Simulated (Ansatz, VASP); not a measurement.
**One calculation of HfO2, two programs**

```
Hf O
1.0
     0.00000    2.50529    2.50529
     2.50529    0.00000    2.50529
     2.50529    2.50529    0.00000
Hf O
1 2
Cartesian
  0.0000 0.0000 0.0000
  1.2526 1.2526 1.2526
  3.7579 3.7579 3.7579
```

Change from the starting cell: volume scaled by 0.94, crystal datasets.

Alike in both runs: task electric field gradients; functional LDA; k mesh 8 × 8 × 8; occupations fermi-dirac, width 0.01 eV; no spin polarisation.

```csv
,VASP,Ansatz
version,VASP 6.6.1,Ansatz 0.2.0
potentials or method,"VASP PAW LDA potentials, release 64 (Hf_pv, O), cutoff 520 eV","all-electron PAW with datasets made for the crystal, scalar-relativistic"
```

|  | VASP | Ansatz | Ansatz less VASP |
| --- | --- | --- | --- |
| gap on the k mesh at the Fermi level (eV) | 3.69 | 3.64 | -0.044 |
| pressure (GPa) | -4.8 | -1.4 | +3.34 |

LDA's correlation is that of Perdew and Zunger in VASP and of Perdew and Wang (1992) in Ansatz. Ansatz ran all-electron here, and VASP with PAW potentials.

Spin-orbit coupling is off throughout.
